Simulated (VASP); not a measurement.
# Pb (Im-3m) in VASP: a series of runs

Pb is run at these levels: LDA; tasks: density of states.

Program: VASP 6.6.1. These are calculated values, not measurements. Logs are shortened: lines on timing, memory, paths and dates and some standing lists are left out, and cuts for length are marked.

### 1 The cell of the first run

Symmetry: Im-3m, No. 229, cubic system. Conventional cell: a = 3.863 Å, b = 3.863 Å, c = 3.863 Å, α = 90.00°, β = 90.00°, γ = 90.00°. Within 4.4 Å of Pb (site symmetry m-3m) lie 14 Pb at 3.35 to 3.86 Å.

### 2 Density of states, LDA

File POSCAR:

```
Pb
1.0
   -1.9313981760      1.9313981760      1.9313981760
    1.9313981760     -1.9313981760      1.9313981760
    1.9313981760      1.9313981760     -1.9313981760
Pb
1
Direct
    0.0000000000      0.0000000000      0.0000000000
```

File INCAR.step1:

```
PREC = Accurate ; ENCUT = 520
EDIFF = 1E-6 ; ISMEAR = -1
SIGMA = 0.05 ; LREAL = F
LASPH = T ; NELM = 60
ALGO = Normal ; ISIF = 2
LWAVE = F ; LCHARG = T
NBANDS = 13
```

File KPOINTS.step1:

```
regular mesh
0
Gamma
  14 14 14
```

File INCAR.step2:

```
PREC = Accurate ; ENCUT = 520
EDIFF = 1E-6 ; ISMEAR = -5
SIGMA = 0.05 ; LREAL = F
LASPH = T ; NELM = 60
ALGO = Normal ; ISIF = 2
LWAVE = F ; LCHARG = F
LORBIT = 10 ; NBANDS = 13
NEDOS = 2001 ; ICHARG = 11
```

File KPOINTS.step2:

```
regular mesh
0
Gamma
  21 21 21
```

Potentials or basis: VASP PAW LDA potentials, release 64 (Pb_d).

Launch:

```
cat potpaw_LDA.64/Pb_d/POTCAR > POTCAR
cp INCAR.step1 INCAR
cp KPOINTS.step1 KPOINTS
mpirun -np 1 vasp_std > vasp.out
cp INCAR.step2 INCAR
cp KPOINTS.step2 KPOINTS
mpirun -np 1 vasp_std > vasp.out
```

OUTCAR:

```text
PREC = Accurate
   ENCUT = 520
   EDIFF = 1E-6
   ISMEAR = -5
   LREAL = F
   LASPH = T
   NELM = 60
   ISIF = 2
   LORBIT = 10
   ICHARG = 11

 ion  position               nearest neighbor table
   1  0.000  0.000  0.000-

  LATTYP: Found a body centered cubic cell.
 ALAT       =     3.8627963520

  Lattice vectors:

 A1 = (  -1.9313981760,   1.9313981760,   1.9313981760)
 A2 = (   1.9313981760,  -1.9313981760,   1.9313981760)
 A3 = (   1.9313981760,   1.9313981760,  -1.9313981760)

Analysis of symmetry for initial positions (statically):
=====================================================================
 Subroutine PRICEL returns:
 Original cell was already a primitive cell.

 Routine SETGRP: Setting up the symmetry group for a
 body centered cubic supercell.

 Subroutine GETGRP returns: Found 48 space group operations
 (whereof 48 operations were pure point group operations)
 out of a pool of 48 trial point group operations.

The static configuration has the point symmetry O_h .

Analysis of symmetry for dynamics (positions and initial velocities):
=====================================================================
 Subroutine PRICEL returns:
 Original cell was already a primitive cell.

 Routine SETGRP: Setting up the symmetry group for a
 body centered cubic supercell.

 Subroutine GETGRP returns: Found 48 space group operations
 (whereof 48 operations were pure point group operations)
 out of a pool of 48 trial point group operations.

The dynamic configuration has the point symmetry O_h .

 Subroutine INISYM returns: Found 48 space group operations
 (whereof 48 operations are pure point group operations),
 and found     1 'primitive' translations

----------------------------------------------------------------------------------------

                                     Primitive cell

  volume of cell :      28.8188

  direct lattice vectors                    reciprocal lattice vectors
    -1.931398176  1.931398176  1.931398176     0.000000000  0.258879814  0.258879814
     1.931398176 -1.931398176  1.931398176     0.258879814  0.000000000  0.258879814
     1.931398176  1.931398176 -1.931398176     0.258879814  0.258879814  0.000000000

  length of vectors
     3.345279770  3.345279770  3.345279770     0.366111344  0.366111344  0.366111344

  position of ions in fractional coordinates (direct lattice)
     0.000000000  0.000000000  0.000000000

  ion indices of the primitive-cell ions
   primitive index   ion index
                 1           1

----------------------------------------------------------------------------------------

 KPOINTS: regular mesh

Automatic generation of k-mesh.
 Grid dimensions read from file:
 generate k-points for:   21   21   21

 Generating k-lattice:

  Cartesian coordinates                     Fractional coordinates (reciprocal lattice)
     0.000000000  0.012327610  0.012327610     0.047619048  0.000000000  0.000000000
     0.012327610  0.000000000  0.012327610     0.000000000  0.047619048  0.000000000
     0.012327610  0.012327610  0.000000000     0.000000000  0.000000000  0.047619048

  Length of vectors
     0.017433874  0.017433874  0.017433874

  Shift w.r.t. Gamma in fractional coordinates (k-lattice)
     0.000000000  0.000000000  0.000000000

 TETIRR: Found  10986 inequivalent tetrahedra from    55566

 Subroutine IBZKPT returns following result:
 ===========================================

 Found    286 irreducible k-points:

 Following reciprocal coordinates:
            Coordinates               Weight
  0.000000  0.000000  0.000000      1.000000
  0.047619  0.000000  0.000000     12.000000
  0.095238  0.000000  0.000000     12.000000
  0.142857  0.000000  0.000000     12.000000
  0.190476  0.000000  0.000000     12.000000
  0.238095  0.000000  0.000000     12.000000
[... 16 lines left out ...]
  0.142857  0.095238 -0.000000     48.000000
  0.190476  0.095238  0.000000     48.000000
 [... further k-points ...]
   k-points           NKPTS =    286   k-points in BZ     NKDIM =    286   number of bands    NBANDS=     13
   number of dos      NEDOS =   2001   number of ions     NIONS =      1
   total plane-waves  NPLWV =  21952
   dimension x,y,z NGX =    28 NGY =   28 NGZ =   28
   dimension x,y,z NGXF=    56 NGYF=   56 NGZF=   56
   ions per type =               1
   NGX,Y,Z   is equivalent  to a cutoff of  13.91, 13.91, 13.91 a.u.
   NGXF,Y,Z  is equivalent  to a cutoff of  27.83, 27.83, 27.83 a.u.
 SYSTEM =  unknown system
   PREC   = accura    normal or accurate (medium, high low for compatibility)
   ISTART =      0    job   : 0-new  1-cont  2-samecut
   ICHARG =     11    charge: 1-file 2-atom 10-const
   ISPIN  =      1    spin polarized calculation?
   LNONCOLLINEAR =      F non collinear calculations
   LSORBIT =      F    spin-orbit coupling
   LASPH  =      T    aspherical Exc in radial PAW
   ENCUT  =  520.0 eV  38.22 Ry    6.18 a.u.   6.22  6.22  6.22*2*pi/ulx,y,z
   NELM   =     60;   NELMIN=  2; NELMDL=  0     # of ELM steps
   EDIFF  = 0.1E-05   stopping-criterion for ELM
   LREAL  =      F    real-space projection
   EDIFFG = 0.1E-04   stopping-criterion for IOM
   NSW    =      0    number of steps for IOM
   IBRION =     -1    ionic relax: 0-MD 1-quasi-New 2-CG
   NFREE  =      0    steps in history (QN), initial steepest desc. (CG)
   ISIF   =      2    stress and relaxation
   ISYM   =      2    0-nonsym 1-usesym 2-fastsym
   POTIM  = 0.5000    time-step for ionic-motion
   TEBEG  =    0.0;   TEEND  =   0.0 temperature during run
   PSTRESS=    0.0 pullay stress
   NELECT =      14.0000    total number of electrons
   NUPDOWN=      -1.0000    fix difference up-down
   EMIN   =  10.00;   EMAX   =-10.00  energy-range for DOS
   EFERMI =   0.00;   METHOD = LEGACY
   ISMEAR =    -5;   SIGMA  =   0.05  broadening in eV -4-tet -1-fermi 0-gaus
   EFERMI_NEDOS =   21; number of points for ismear=-14 and -15
   IALGO  =     38    algorithm
   IMIX   =      4    mixing-type and parameters
     AMIX     =   0.40;   BMIX     =  1.00
     AMIX_MAG =   1.60;   BMIX_MAG =  1.00
  volume/ion in A,a.u.               =      28.82       194.48
  Fermi-wavevector in a.u.,A,eV,Ry     =   1.286942  2.431968 22.534243  1.656220
  Thomas-Fermi vector in A             =   2.418986
   LORBIT       =     10    0 simple, 1 ext, 2 COOP (PROOUT), +10 PAW based schemes
   GGA     = CA    functional components
   LHFCALC =     F    Hartree Fock is set to
   AEXX    =    0.0000 exact exchange contribution
   IVDW    =     0    specifies the selected vdW correction
   LEPSILON=     F    determine dielectric tensor
   LRPA    =     F    only Hartree local field effects (RPA)
 non-spin polarized calculation
 Fermi weights with tetrahedron method with Bloechl corrections
  energy-cutoff  :      520.00
  volume of cell :       28.82
 maximum number of plane-waves:       786
 NGX is ok and might be reduce to    28

 number of electron      13.9999997 magnetization

 Free energy of the ion-electron system (eV)
  ---------------------------------------------------
  ext. energy  EPLUGINS =         0.00000000
  ---------------------------------------------------
  free energy    TOTEN  =        -4.21501251 eV

  energy without entropy =       -4.21501251  energy(sigma->0) =       -4.21501251

 E-fermi :   7.5962     XC(G=0): -10.7045

 val. band max:        7.5974418584   @ k =  -0.2857   0.3333   0.1905
 cond. band min:       7.4173373616   @ k =  -0.4286   0.4286   0.4286
 fundamental gap:     -0.1801044968
 Fermi energy:         7.5961999677

 k-point     1 :       0.0000    0.0000    0.0000
  band No.  band energies     occupation
      1      -9.5251      2.00000
      2      -9.5251      2.00000
      3      -9.5251      2.00000
      4      -9.2438      2.00000
      5      -9.2438      2.00000
      6      -4.5301      2.00000
      7      15.6239      0.00000
      8      15.6239      0.00000
      9      15.6239      0.00000
     10      18.8267      0.00000
     11      18.8267      0.00000
     12      18.8267      0.00000
     13      20.4101      0.00000

 k-point     2 :       0.0476    0.0000    0.0000
  band No.  band energies     occupation
      1      -9.5274      2.00000
      2      -9.5224      2.00000
      3      -9.5155      2.00000
      4      -9.2464      2.00000
      5      -9.2441      2.00000
      6      -4.4815      2.00000
      7      15.0731      0.00000
      8      15.4447      0.00000
      9      15.5522      0.00000
     10      18.4848      0.00000
     11      18.7181      0.00000
     12      18.7740      0.00000
     13      20.7415      0.00000

 k-point     3 :       0.0952    0.0000    0.0000
  band No.  band energies     occupation
      1      -9.5340      2.00000
      2      -9.5150      2.00000
      3      -9.4875      2.00000
      4      -9.2536      2.00000
      5      -9.2446      2.00000
      6      -4.3355      2.00000
      7      13.8068      0.00000
      8      14.9789      0.00000
      9      15.3384      0.00000
     10      17.9035      0.00000
     11      18.4580      0.00000
     12      18.7138      0.00000
     13      21.2118      0.00000
[... 305 lines left out ...]
 k-point    23 :       0.1429    0.0952   -0.0000
  band No.  band energies     occupation
      1      -9.5477      2.00000
      2      -9.5042      2.00000
      3      -9.3665      2.00000
      4      -9.2792      2.00000
      5      -9.2473      2.00000
      6      -3.6037      2.00000
      7      10.4811      0.00000
      8      12.7835      0.00000
      9      14.1053      0.00000
     10      17.5545      0.00000
     11      18.1135      0.00000
     12      19.1751      0.00000
     13      21.9592      0.00000

 k-point    24 :       0.1905    0.0952    0.0000
  band No.  band energies     occupation
      1      -9.5608      2.00000
      2      -9.4957      2.00000
      3      -9.3108      2.00000
      4      -9.2859      2.00000
      5      -9.2483      2.00000
      6      -3.1674      2.00000
      7       9.0936     -0.02482
      8      12.0454      0.00000
      9      13.6622      0.00000
     10      17.2119      0.00000
     11      18.3824      0.00000
     12      19.1166      0.00000
     13      22.5557      0.00000

 [... further k-points ...]

------------------------ aborting loop because EDIFF is reached ----------------------------------------

  FORCE on cell =-STRESS in cart. coord.  units (eV):
  Direction    XX          YY          ZZ          XY          YZ          ZX
  --------------------------------------------------------------------------------------
  -------------------------------------------------------------------------------------
  Total        0.1592995      0.1592995      0.1592995      0.0000000      0.0000000     -0.0000000
  in kB        8.8562429      8.8562429      8.8562429      0.0000000      0.0000000     -0.0000000
  external PRESSURE =       8.8562429 kB  Pullay stress =       0.0000000 kB

 VOLUME and BASIS-vectors are now :
 -----------------------------------------------------------------------------
  energy-cutoff  :      520.00
  volume of cell :       28.82
      direct lattice vectors                 reciprocal lattice vectors
    -1.931398176  1.931398176  1.931398176     0.000000000  0.258879814  0.258879814
     1.931398176 -1.931398176  1.931398176     0.258879814  0.000000000  0.258879814
     1.931398176  1.931398176 -1.931398176     0.258879814  0.258879814  0.000000000

 POSITION                                       TOTAL-FORCE (eV/Angst)
 -----------------------------------------------------------------------------------
      0.00000      0.00000      0.00000        -0.000000      0.000000     -0.000000
 -----------------------------------------------------------------------------------
    total drift:                               -0.000000      0.000000      0.000000

  FREE ENERGIE OF THE ION-ELECTRON SYSTEM (eV)
  ---------------------------------------------------
  free  energy   TOTEN  =        -4.2150125060 eV

  energy  without entropy=       -4.2150125060  energy(sigma->0) =       -4.21501251

 total charge

# of ion       s       p       d       tot
------------------------------------------
    1        1.397   0.785   9.809  11.991
```

Wall time 67 s (1 thread of Intel Xeon Platinum 8488C (Sapphire Rapids), shared host); peak memory 0.22 GiB.

What came out:

```
Valence electrons inside the program's atomic spheres : Pb 11.99
```

Caveat: spin-orbit coupling is left out, which moves the levels of the heavy elements; tetrahedron occupations give inexact forces and stress in metals.

### 3 Density of states, LDA (volume scaled by 0.4)

File POSCAR:

```
Pb
1.0
   -1.4230663433      1.4230663433      1.4230663433
    1.4230663433     -1.4230663433      1.4230663433
    1.4230663433      1.4230663433     -1.4230663433
Pb
1
Direct
    0.0000000000      0.0000000000      0.0000000000
```

File INCAR.step1:

```
ALGO     = Normal         # electronic algorithm
EDIFF    = 1E-7           # SCF threshold, eV
ENCUT    = 520            # plane-wave cutoff, eV
GGA      = CA             # functional
ISIF     = 2              # what is computed and relaxed
ISMEAR   = -1             # smearing method
LASPH    = True           # aspherical terms in the spheres
LCHARG   = True           # write CHGCAR
LREAL    = False          # projectors in reciprocal space
LWAVE    = False          # write WAVECAR
NBANDS   = 13             # bands
NELM     = 100            # most SCF steps
PREC     = Accurate       # precision mode
SIGMA    = 0.05           # smearing width, eV
```

File KPOINTS.step1:

```
k-points
0
Gamma
  14 14 14
```

File INCAR.step2:

```
ALGO     = Normal         # electronic algorithm
EDIFF    = 1E-7           # SCF threshold, eV
ENCUT    = 520            # plane-wave cutoff, eV
GGA      = CA             # functional
ICHARG   = 11             # starting density
ISIF     = 2              # what is computed and relaxed
ISMEAR   = -5             # smearing method
LASPH    = True           # aspherical terms in the spheres
LCHARG   = False          # write CHGCAR
LORBIT   = 11             # projections on sites
LREAL    = False          # projectors in reciprocal space
LWAVE    = False          # write WAVECAR
NBANDS   = 13             # bands
NEDOS    = 2001           # points of the DOS
NELM     = 100            # most SCF steps
PREC     = Accurate       # precision mode
SIGMA    = 0.05           # smearing width, eV
```

File KPOINTS.step2:

```
k-points
0
Gamma
  21 21 21
```

Potentials or basis: VASP PAW LDA potentials, release 64 (Pb_d).

Launch:

```
cat potpaw_LDA.64/Pb_d/POTCAR > POTCAR
cp INCAR.step1 INCAR
cp KPOINTS.step1 KPOINTS
mpirun -np 1 vasp_std > vasp.out
cp INCAR.step2 INCAR
cp KPOINTS.step2 KPOINTS
mpirun -np 1 vasp_std > vasp.out
```

Wall time 50 s (1 thread of AMD EPYC 7R43 (Zen 3), shared host); peak memory 0.13 GiB.

Results (log left out):

| Property | Result |
| --- | --- |
| Valence electrons inside the program's atomic spheres | Pb 13.66 |

Levels at points of the mesh, in eV from the Fermi level:
```tsv
k point	band 3	band 4	band 5	band 6	band 7	band 8	band 9	band 10	band 11	band 12
(0.00, 0.00, 0.00)	-22.37	-22.37	-20.00	-20.00	8.20	8.20	8.20	20.03	20.03	20.07
```

Caveat: spin-orbit coupling is left out, which moves the levels of the heavy elements; tetrahedron occupations give inexact forces and stress in metals.
